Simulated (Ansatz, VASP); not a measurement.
One calculation of Cd, two programs

INCAR

```
SYSTEM = Cd
  PREC = Accurate
  ENCUT = 520
  EDIFF = 1E-6
  ISMEAR = 0
  SIGMA = 0.15
  LREAL = .False.
  LASPH = .True.
  NELM = 60
  ALGO = Fast
  ISIF = 2
  LWAVE = .False.
  LCHARG = .True.
  GGA = PE
  LELF = .True.
  LVHAR = .True.
  NBANDS = 19
```

Contents of KPOINTS:

```
Automatic mesh
0
Gamma
  24 24 10
  0 0 0
```

Contents of POSCAR:

```
Cd
1.0
    3.2088931343      0.0000000000      0.0000000000
   -1.6044465671      2.7789829723      0.0000000000
    0.0000000000      0.0000000000      4.8411440146
Cd
2
Direct
    0.3333333333      0.6666666667      0.2500000000
    0.6666666667      0.3333333333      0.7500000000
```

Input for Ansatz:

```yaml
crystal:
  lattice:
    - [3.2088931343, 0.0, 0.0]
    - [-1.6044465671, 2.7789829723, 0.0]
    - [0.0, 0.0, 4.8411440146]
  atoms:
    - { symbol: Cd, position: [0.3333333333, 0.6666666667, 0.25] }
    - { symbol: Cd, position: [0.6666666667, 0.3333333333, 0.75] }
basis:
  ecutwfc: 420
kpoints:
  mp_grid: { grid: [24, 24, 10] }
hamiltonian:
  xc: pbe
scf:
  occupations: { method: gaussian, width: 0.15 }
output:
  forces: true
  stress: true
  eigenvalues: true
```

Alike in both runs: task single point; functional PBE; k mesh 24 × 24 × 10; occupations gaussian, width 0.15 eV; no spin polarisation.

```csv
,VASP,Ansatz
version,VASP 6.6.1,Ansatz 0.2.0
potentials or method,"VASP PAW PBE potentials, release 64 (Cd), cutoff 520 eV","scalar-relativistic, plane waves, PAW"
valence electrons in the cell,24,40
```

|  | VASP | Ansatz | Ansatz less VASP |
| --- | --- | --- | --- |
| gap on the k mesh at the Fermi level (eV) | none | none | - |
| pressure (GPa) | 2.9 | 2.6 | -0.34 |
| traceless stress, the component that is largest in VASP (GPa) | 0.76 | 0.70 | -0.052 |

A gap of «none» marks a metal or a gap that the smearing closes. VASP's potentials hold 24 valence electrons a cell and Ansatz's 40, so a difference there can come from the potentials and not from the codes.
